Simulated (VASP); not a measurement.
Set up this calculation in VASP 6.6.1, as the native input.

| Item | Value |
| --- | --- |
| Task | single point |
| Functional | PBE |
| Potentials or basis | VASP PAW PBE potentials, release 64 (Ba_sv, H) |
| Cutoff | 520 eV |
| k mesh | 6 × 6 × 6 |
| Occupations | gaussian, width 0.1 eV |
| Spin | no spin polarisation |
| Dipole correction | no |
| Further INCAR settings | ALGO = Normal; EDIFF = 1e-07; NBANDS = 12 |

The structure of BaH lies in POSCAR:

```
BaH
1.0
   -2.1482332600      2.1482332600      2.1886925400
    2.1482332600     -2.1482332600      2.1886925400
    2.1482332600      2.1482332600     -2.1886925400
Ba H
1 1
Direct
    0.0000000000      0.0000000000      0.0000000000
    0.5000000000      0.5000000000      0.0000000000
```

The cell was generated, and may not be a known phase.

One way to write it, as run:

INCAR

```
PREC     = Accurate       # precision mode
ENCUT    = 520            # plane-wave cutoff, eV
EDIFF    = 1E-7           # SCF threshold, eV
ISMEAR   = 0              # smearing method
SIGMA    = 0.1            # smearing width, eV
LREAL    = F              # projectors in reciprocal space
LASPH    = T              # aspherical terms in the spheres
NELM     = 60             # most SCF steps
ALGO     = Normal         # electronic algorithm
ISIF     = 2              # what is computed and relaxed
LWAVE    = F              # write WAVECAR
LCHARG   = F              # write CHGCAR
GGA      = PE             # functional
NBANDS   = 12             # bands
```

KPOINTS

```
regular mesh
0
Gamma
  6 6 6
```

Potentials or basis: VASP PAW PBE potentials, release 64 (Ba_sv, H).

Run with:

```bash
$ cat potpaw_PBE.64/Ba_sv/POTCAR potpaw_PBE.64/H/POTCAR > POTCAR
$ mpirun -np 1 vasp_std > vasp.out
```

It gave:

```
Pressure               : 15.2 GPa
Band gap on the k mesh : zero (an odd number of electrons rules out a gap without spin polarisation)
```

Caveat: the stress differs along the axes, from 3 to 40 GPa; spin-orbit coupling is left out, which moves the levels of the heavy elements.

Wall time 8.6 s on 1 thread of Intel(R) Xeon(R) Platinum 8488C (Sapphire Rapids), on a shared host, peak memory 0.16 GiB.
